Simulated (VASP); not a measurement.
# GaN (F-43m) in VASP: further runs, part 2 of 2

VASP 6.6.1.

### 4 Single point, PBE, non-collinear spin, zero start, spin-orbit coupling

This run uses another cell than the first one, of 11.67 Å³/atom.

The input, INCAR:

```
SYSTEM = GaN
PREC = Accurate ; ENCUT = 520
EDIFF = 1E-7 ; ISMEAR = -1
SIGMA = 0.05 ; LREAL = .FALSE.
LASPH = .TRUE. ; NELM = 150
ALGO = Normal ; ISIF = 2
LWAVE = .FALSE. ; LCHARG = .FALSE.
MAGMOM = 0 0 0 0 0 0 ; LORBIT = 11
LSORBIT = .TRUE. ; GGA_COMPAT = .FALSE.
LORBMOM = .TRUE. ; GGA = PE
NBANDS = 30
```

The input, KPOINTS:

```
regular mesh
0
G
  10 10 10
  0 0 0
```

The input, POSCAR:

```
GaN
1.0
    0.0000000000      2.2684248875      2.2684248875
    2.2684248875      0.0000000000      2.2684248875
    2.2684248875      2.2684248875      0.0000000000
Ga N
1 1
Direct
    0.0000000000      0.0000000000      0.0000000000
    0.2500000000      0.2500000000      0.2500000000
```

Potentials or basis: VASP PAW PBE potentials, release 64 (Ga_d, N).

The run is started by

```sh
cat potpaw_PBE.64/Ga_d/POTCAR potpaw_PBE.64/N/POTCAR > POTCAR
mpirun -np 1 vasp_ncl > vasp.out
```

OUTCAR:

```text
SYSTEM = GaN
   PREC = Accurate
   ENCUT = 520
   EDIFF = 1E-7
   ISMEAR = -1
   LREAL = .FALSE.
   LASPH = .TRUE.
   NELM = 150
   ISIF = 2
   LORBIT = 11
   LSORBIT = .TRUE.
   GGA = PE

 ion  position               nearest neighbor table
   1  0.000  0.000  0.000-   2 1.96   2 1.96   2 1.96   2 1.96
   2  0.250  0.250  0.250-   1 1.96   1 1.96   1 1.96   1 1.96

  LATTYP: Found a face centered cubic cell.
 ALAT       =     4.5368497750

  Lattice vectors:

 A1 = (   0.0000000000,   2.2684248875,   2.2684248875)
 A2 = (   2.2684248875,   0.0000000000,   2.2684248875)
 A3 = (   2.2684248875,   2.2684248875,   0.0000000000)

Analysis of symmetry for initial positions (statically):
=====================================================================
 Subroutine PRICEL returns:
 Original cell was already a primitive cell.

 Routine SETGRP: Setting up the symmetry group for a
 face centered cubic supercell.

 Subroutine GETGRP returns: Found 24 space group operations
 (whereof 24 operations were pure point group operations)
 out of a pool of 48 trial point group operations.

The static configuration has the point symmetry T_d .

Analysis of symmetry for dynamics (positions and initial velocities):
=====================================================================
 Subroutine PRICEL returns:
 Original cell was already a primitive cell.

 Routine SETGRP: Setting up the symmetry group for a
 face centered cubic supercell.

 Subroutine GETGRP returns: Found 24 space group operations
 (whereof 24 operations were pure point group operations)
 out of a pool of 48 trial point group operations.

The dynamic configuration has the point symmetry T_d .

Analysis of structural, dynamic, and magnetic symmetry:
=====================================================================
 Subroutine PRICEL returns:
 Original cell was already a primitive cell.

 Routine SETGRP: Setting up the symmetry group for a
 face centered cubic supercell.

 Subroutine GETGRP returns: Found 24 space group operations
 (whereof 24 operations were pure point group operations)
 out of a pool of 48 trial point group operations.

The overall configuration has the point symmetry T_d .

 Subroutine INISYM returns: Found 24 space group operations
 (whereof 24 operations are pure point group operations),
 and found     1 'primitive' translations

----------------------------------------------------------------------------------------

                                     Primitive cell

  volume of cell :      23.3455

  direct lattice vectors                    reciprocal lattice vectors
     0.000000000  2.268424888  2.268424888    -0.220417261  0.220417261  0.220417261
     2.268424888  0.000000000  2.268424888     0.220417261 -0.220417261  0.220417261
     2.268424888  2.268424888  0.000000000     0.220417261  0.220417261 -0.220417261

  length of vectors
     3.208037241  3.208037241  3.208037241     0.381773895  0.381773895  0.381773895

  position of ions in fractional coordinates (direct lattice)
     0.000000000  0.000000000  0.000000000
[... 927 lines left out ...]
     30      21.3981      0.00000

 [... further k-points ...]
[... 5 lines left out ...]
  --------------------------------------------------------------------------------------
  -------------------------------------------------------------------------------------
  Total        0.2038920      0.2038920      0.2038920     -0.0000000      0.0000000     -0.0000000
  in kB       13.9928915     13.9928915     13.9928915     -0.0000000      0.0000000     -0.0000000
  external PRESSURE =      13.9928915 kB  Pullay stress =       0.0000000 kB

 VOLUME and BASIS-vectors are now :
 -----------------------------------------------------------------------------
  energy-cutoff  :      520.00
  volume of cell :       23.35
      direct lattice vectors                 reciprocal lattice vectors
     0.000000000  2.268424888  2.268424888    -0.220417261  0.220417261  0.220417261
     2.268424888  0.000000000  2.268424888     0.220417261 -0.220417261  0.220417261
     2.268424888  2.268424888  0.000000000     0.220417261  0.220417261 -0.220417261

 POSITION                                       TOTAL-FORCE (eV/Angst)
 -----------------------------------------------------------------------------------
      0.00000      0.00000      0.00000        -0.000000     -0.000000     -0.000000
      1.13421      1.13421      1.13421         0.000000      0.000000      0.000000
 -----------------------------------------------------------------------------------
    total drift:                                0.000002      0.000002      0.000002

  FREE ENERGIE OF THE ION-ELECTRON SYSTEM (eV)
  ---------------------------------------------------
  free  energy   TOTEN  =       -12.1579579820 eV

  energy  without entropy=      -12.1579579809  energy(sigma->0) =      -12.15795798

 orbital moment (x)

 # of ion     p       d       tot
 ----------------------------------------
  1         0.000   0.000   0.000
  2        -0.000   0.000  -0.000
 ----------------------------------------
            0.000   0.000   0.000

 orbital moment (y)

 # of ion     p       d       tot
 ----------------------------------------
  1         0.000  -0.000   0.000
  2        -0.000   0.000  -0.000
 ----------------------------------------
            0.000  -0.000   0.000

 orbital moment (z)

 # of ion     p       d       tot
 ----------------------------------------
  1        -0.000   0.000   0.000
  2         0.000   0.000   0.000
 ----------------------------------------
           -0.000   0.000   0.000

 Spin-Orbit-Coupling matrix elements

 Ion:    1  E_soc:     -0.0106654
 l=   1
     0.0000000    -0.0009587    -0.0009587
    -0.0009587     0.0000000    -0.0009587
    -0.0009587    -0.0009587     0.0000000
 l=   2
     0.0000000    -0.0001704     0.0000000    -0.0001704    -0.0006485
    -0.0001704     0.0000000    -0.0004864    -0.0001704    -0.0001621
     0.0000000    -0.0004864     0.0000000    -0.0004864     0.0000000
    -0.0001704    -0.0001704    -0.0004864     0.0000000    -0.0001621
    -0.0006485    -0.0001621     0.0000000    -0.0001621     0.0000000
 l=   3
     0.0000000     0.0000000     0.0000000     0.0000000     0.0000000     0.0000000     0.0000000
     0.0000000     0.0000000     0.0000000     0.0000000     0.0000000     0.0000000     0.0000000
     0.0000000     0.0000000     0.0000000     0.0000000     0.0000000     0.0000000     0.0000000
     0.0000000     0.0000000     0.0000000     0.0000000     0.0000000     0.0000000     0.0000000
     0.0000000     0.0000000     0.0000000     0.0000000     0.0000000     0.0000000     0.0000000
     0.0000000     0.0000000     0.0000000     0.0000000     0.0000000     0.0000000     0.0000000
     0.0000000     0.0000000     0.0000000     0.0000000     0.0000000     0.0000000     0.0000000

 Ion:    2  E_soc:     -0.0000964
 l=   1
     0.0000000    -0.0000161    -0.0000161
    -0.0000161     0.0000000    -0.0000161
    -0.0000161    -0.0000161     0.0000000
 l=   2
     0.0000000     0.0000000     0.0000000     0.0000000     0.0000000
     0.0000000     0.0000000     0.0000000     0.0000000     0.0000000
     0.0000000     0.0000000     0.0000000     0.0000000     0.0000000
     0.0000000     0.0000000     0.0000000     0.0000000     0.0000000
     0.0000000     0.0000000     0.0000000     0.0000000     0.0000000
 l=   3
     0.0000000     0.0000000     0.0000000     0.0000000     0.0000000     0.0000000     0.0000000
     0.0000000     0.0000000     0.0000000     0.0000000     0.0000000     0.0000000     0.0000000
     0.0000000     0.0000000     0.0000000     0.0000000     0.0000000     0.0000000     0.0000000
     0.0000000     0.0000000     0.0000000     0.0000000     0.0000000     0.0000000     0.0000000
     0.0000000     0.0000000     0.0000000     0.0000000     0.0000000     0.0000000     0.0000000
     0.0000000     0.0000000     0.0000000     0.0000000     0.0000000     0.0000000     0.0000000
     0.0000000     0.0000000     0.0000000     0.0000000     0.0000000     0.0000000     0.0000000

 total charge

# of ion       s       p       d       tot
------------------------------------------
    1        0.787   0.875  10.166  11.827
    2        1.225   2.502   0.000   3.728
--------------------------------------------------
tot          2.012   3.377  10.166  15.555

 magnetization (x)

# of ion       s       p       d       tot
------------------------------------------
    1        0.000   0.000   0.000   0.000
    2       -0.000   0.000   0.000   0.000
--------------------------------------------------
tot         -0.000   0.000   0.000   0.000

 magnetization (y)

# of ion       s       p       d       tot
------------------------------------------
    1        0.000   0.000   0.000   0.000
    2        0.000   0.000   0.000   0.000
--------------------------------------------------
tot          0.000   0.000   0.000   0.000

 magnetization (z)

# of ion       s       p       d       tot
------------------------------------------
    1        0.000   0.000   0.000   0.000
    2       -0.000  -0.000   0.000  -0.000
--------------------------------------------------
tot         -0.000  -0.000   0.000  -0.000
```

OSZICAR:

```text
N       E                     dE             d eps       ncg     rms          rms(c)
DAV:   1     0.143629058852E+03    0.14363E+03   -0.84929E+03  5242   0.220E+03
DAV:   2     0.567672249172E+01   -0.13795E+03   -0.12735E+03  4490   0.487E+02
DAV:   3    -0.134583479682E+02   -0.19135E+02   -0.18779E+02  4976   0.132E+02
DAV:   4    -0.141136416029E+02   -0.65529E+00   -0.65379E+00  5012   0.268E+01
DAV:   5    -0.141260018943E+02   -0.12360E-01   -0.12359E-01  5170   0.370E+00    0.764E+00
DAV:   6    -0.121338301809E+02    0.19922E+01   -0.36878E+00  7210   0.418E+01    0.238E+00
DAV:   7    -0.121659966620E+02   -0.32166E-01   -0.54028E-01  4698   0.778E+00    0.182E+00
DAV:   8    -0.121688116281E+02   -0.28150E-02   -0.85820E-02  6740   0.420E+00    0.114E+00
DAV:   9    -0.121574843641E+02    0.11327E-01   -0.23936E-02  6632   0.348E+00    0.292E-01
DAV:  10    -0.121580592452E+02   -0.57488E-03   -0.29358E-03  5682   0.682E-01    0.231E-01
DAV:  11    -0.121579555959E+02    0.10365E-03   -0.38808E-04  6596   0.560E-01    0.718E-02
DAV:  12    -0.121579603922E+02   -0.47962E-05   -0.71285E-05  4706   0.728E-02    0.644E-02
DAV:  13    -0.121579697794E+02   -0.93872E-05   -0.62288E-06  6982   0.331E-02    0.103E-01
DAV:  14    -0.121579576116E+02    0.12168E-04   -0.31871E-05  5850   0.727E-02    0.809E-03
DAV:  15    -0.121579580043E+02   -0.39269E-06   -0.38636E-06  5006   0.179E-02    0.385E-03
DAV:  16    -0.121579579820E+02    0.22359E-07   -0.57963E-08  4358   0.288E-03
   1 F= -.12157958E+02 E0= -.12157958E+02  d E =-.101383E-08  mag=     0.0000     0.0000     0.0000
```

It took 47 s on 1 thread of Intel Xeon 6975P-C (Granite Rapids), shared host; peak memory 0.24 GiB.

Results:

```
Free energy                                           : -12.1580 eV
Pressure                                              : 1.4 GPa
Net moment                                            : 0.00 μB per cell
Valence electrons inside the program's atomic spheres : Ga 11.83; N 3.73
```

Moments on the atoms (μB; x, y, z):
```
Ga  0.00 0.00 0.00
N   0.00 0.00 0.00
```

### 5 Single point, B3LYP5

This run uses another cell than the first one, of 11.44 Å³/atom.

The input, POSCAR:

```
GaN
1.0
    0.0000000000      2.2535006075      2.2535006075
    2.2535006075      0.0000000000      2.2535006075
    2.2535006075      2.2535006075      0.0000000000
Ga N
1 1
Direct
    0.0000000000      0.0000000000      0.0000000000
    0.2500000000      0.2500000000      0.2500000000
```

The input, INCAR.step1:

```
SYSTEM = GaN
  PREC = Accurate
  ENCUT = 910
  EDIFF = 1E-5
  ISMEAR = -1
  SIGMA = 0.05
  LREAL = .False.
  LASPH = .True.
  NELM = 120
  ALGO = Normal
  ISIF = 2
  LWAVE = .True.
  LCHARG = .False.
  NBANDS = 16
  GGA = PE
  GGA_COMPAT = .False.
```

The input, INCAR.step2:

```
SYSTEM = GaN
  PREC = Accurate
  ENCUT = 910
  EDIFF = 1E-6
  ISMEAR = -1
  SIGMA = 0.05
  LREAL = .False.
  LASPH = .True.
  NELM = 120
  ALGO = Normal
  ISIF = 2
  LWAVE = .False.
  LCHARG = .False.
  GGA = B5
  LHFCALC = .True.
  AEXX = 0.2
  AGGAX = 0.72
  AGGAC = 0.81
  ALDAC = 0.19
  PRECFOCK = Normal
  NBANDS = 16
  ISTART = 1
  GGA_COMPAT = .False.
```

The input, KPOINTS:

```
Automatic mesh
0
Gamma
  5 5 5
  0 0 0
```

Potentials or basis: VASP PAW PBE potentials, release 64 (Ga_d, N_h).

The run is started by

```sh
cat potpaw_PBE.64/Ga_d/POTCAR potpaw_PBE.64/N_h/POTCAR > POTCAR
cp INCAR.step1 INCAR
mpirun -np 1 vasp_std > vasp.out
cp INCAR.step2 INCAR
mpirun -np 1 vasp_std > vasp.out
```

It took 7.2 min on 1 thread of Intel Xeon 6975P-C (Granite Rapids), shared host; peak memory 0.19 GiB.

The run converged. Its results:

```
Free energy            : -13.9502 eV
Pressure               : 5.2 GPa
Band gap on the k mesh : 3.43 eV
```

Levels at points of the mesh, in eV from the valence-band top:
```
           k point  band 7  band 8  band 9  band 10  band 11  band 12
(0.00, 0.00, 0.00)    0.00    0.00    0.00     3.43    12.22    12.22
```

Caveat: the k points lie up to 0.48 Å⁻¹ apart; the cutoff is under 1.25 times the usual one of these potentials, so pressure, stress and relaxed cells hold a basis-set (Pulay) error; the PAW data sets were made with another functional, which shifts forces and pressure a little.

### 6 Summary

| level | potentials or basis | spin | cell | k mesh | cutoff (eV) | grid for exact exchange (PRECFOCK) | share of exact exchange | pressure (GPa) | moment (μB) |
| --- | --- | --- | --- | --- | --- | --- | --- | --- | --- |
| PBE | VASP PAW PBE potentials, release 64 (Ga_d, N) | non-collinear, zero start, SOC | a = 3.166 Å, angles 60.0°, 2 atoms | 10 × 10 × 10 | 520 | - | - | 9.1 | 0.00 |
| PBE | VASP PAW PBE potentials, release 64 (Ga_d, N) | non-collinear, zero start, SOC | a = 3.187 Å, angles 60.0°, 2 atoms | 10 × 10 × 10 | 520 | - | - | 5.0 | 0.00 |
| PBE | VASP PAW PBE potentials, release 64 (Ga_d, N) | non-collinear, zero start, SOC | a = 3.208 Å, angles 60.0°, 2 atoms | 10 × 10 × 10 | 520 | - | - | 1.4 | 0.00 |
| B3LYP5 | VASP PAW PBE potentials, release 64 (Ga_d, N_h) | off | a = 3.187 Å, angles 60.0°, 2 atoms | 5 × 5 × 5 | 910 | Normal | 0.2 | 5.2 | - |

Alike in all rows: task single point; smearing fermi-dirac 0.05 eV.

Caveats: some runs use coarse meshes; the cell stands under pressure (at least some runs); the cutoff is under 1.25 times the usual one of these potentials, so pressure, stress and relaxed cells hold a basis-set (Pulay) error (at least some runs); the PAW data sets were made with another functional, which shifts forces and pressure a little (at least some runs).

Absolute energies hang on the potentials; compare differences alone.
